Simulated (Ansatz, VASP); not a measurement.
## SnSe2 in VASP and in Ansatz

```
CELL_PARAMETERS angstrom
3.91611 0.00000 0.00000
-1.95805 3.39145 0.00000
0.00000 0.00000 8.28819
ATOMIC_POSITIONS crystal
Sn 0.00000 0.00000 0.00000
Se 0.33333 0.66667 0.19250
Se 0.66667 0.33333 0.80750
```

Alike in both runs: functional RPBE; k mesh 6 × 6 × 4; no spin polarisation.

Ansatz relaxed the structure, and its values are those at the end. VASP's run is a single point on that final structure, the one shown.

|  | VASP | Ansatz |
| --- | --- | --- |
| version | VASP 6.6.1 | Ansatz 0.2.0 |
| potentials or method | VASP PAW PBE potentials, release 64 (Sn_d, Se), cutoff 520 eV | plane waves, PAW |
| occupations | gaussian, width 0.01 eV | fixed |
| valence electrons in the cell | 26 | 46 |

```tsv
	VASP	Ansatz	Ansatz less VASP
pressure (GPa)	0.0	0.0	-0.04
rms of the force components (eV/Å)	0.005	0.000	-0.0047
```

VASP's potentials were made for PBE, not for RPBE. VASP's potentials hold 26 valence electrons a cell and Ansatz's 46, so a difference there can come from the potentials and not from the codes.
